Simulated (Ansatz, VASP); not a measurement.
**Two plane-wave programs on Sb**

POSCAR

```
Sb
1.0
    2.9983035105      0.0000000000      0.0000000000
    0.0000000000      2.9983035105      0.0000000000
    0.0000000000      0.0000000000      2.9983035105
Sb
1
Direct
    0.0000000000      0.0000000000      0.0000000000
```

File INCAR.step1:

```
PREC = Accurate
ENCUT = 520
ISMEAR = -1
SIGMA = 0.1
LREAL = F
LASPH = T
NELM = 80
NBANDS = 8
GGA = PE
ALGO = Normal
EDIFF = 1E-4
LWAVE = T
LCHARG = F
```

File INCAR.step2:

```
PREC = Accurate
ENCUT = 520
EDIFF = 1E-7
ISMEAR = -1
SIGMA = 0.1
LREAL = F
LASPH = T
NELM = 80
ALGO = Normal
ISIF = 2
LWAVE = F
LCHARG = F
METAGGA = R2SCAN
LMIXTAU = T
NBANDS = 8
ISTART = 1
```

Contents of KPOINTS:

```
Automatic mesh
0
Gamma
  12 12 12
```

Input for Ansatz:

```yaml
crystal:
  lattice:
    - [2.9983035105, 0.0, 0.0]
    - [0.0, 2.9983035105, 0.0]
    - [0.0, 0.0, 2.9983035105]
  atoms:
    - { symbol: Sb, position: [0.0, 0.0, 0.0] }
hamiltonian:
  xc: r2scan
  pseudopotentials:
    kind: paw
    azcp:
      Sb: "pseudopotentials/Sb.paw.azcp"
basis:
  ecutwfc: 500
  fft_grid_basis: typed
kpoints:
  mp_grid: { grid: [12, 12, 12], shift: [0, 0, 0] }
magnetization:
  spin_polarized: false
scf:
  occupations: { method: fermi_dirac, width: 0.1 }
  lower_state_search: "off"
output:
  stress: true
  write_density: true
  write_potential: true
  elf: true
  volumetric_format: npy
```

Alike in both runs: task single point; functional r2SCAN; k mesh 12 × 12 × 12; occupations fermi-dirac, width 0.1 eV; no spin polarisation.

|  | VASP | Ansatz |
| --- | --- | --- |
| version | VASP 6.6.1 | Ansatz 0.2.0 |
| potentials or method | VASP PAW PBE potentials, release 64 (Sb), cutoff 520 eV | plane waves (500 eV) with PAW, scalar-relativistic |
| valence electrons in the cell | 5 | 15 |

Ansatz gave:

- pressure (GPa): 6.3

Task: Estimate VASP's values.

Result: Pressure (GPa): 6.5.

VASP's potentials were made for PBE, not for r2SCAN. The functional is the same, so the differences come from potentials, cutoffs and numerics. VASP's potentials hold 5 valence electrons a cell and Ansatz's 15, so a difference there can come from the potentials and not from the codes.

Spin-orbit coupling is off throughout.
